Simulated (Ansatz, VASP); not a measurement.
**Two plane-wave programs on ScIr2**

```
Sc Ir
1.0
     0.00000    3.67400    3.67400
     3.67400    0.00000    3.67400
     3.67400    3.67400    0.00000
Sc Ir
2 4
Direct
  0.00000 0.00000 0.00000
  0.25000 0.25000 0.25000
  0.62500 0.62500 0.62500
  0.12500 0.62500 0.62500
  0.62500 0.62500 0.12500
  0.62500 0.12500 0.62500
```

Alike in both runs: task single point; functional LDA; k mesh 6 × 6 × 6; occupations gaussian, width 0.1 eV; no spin polarisation.

|  | VASP | Ansatz |
| --- | --- | --- |
| version | VASP 6.6.1 | Ansatz 0.2.0 |
| potentials or method | VASP PAW LDA potentials, release 64 (Sc_sv, Ir_sv_GW), cutoff 560 eV | plane waves, PAW |
| valence electrons in the cell | 90 | 90 |

VASP gave:

```
pressure (GPa) : -7.1
```

Which values does Ansatz return?

Pressure (GPa): -7.0.

LDA's correlation is that of Perdew and Zunger in VASP and of Perdew and Wang (1992) in Ansatz. Ansatz's warnings: stress scf threshold loose.

Spin-orbit coupling is off throughout.
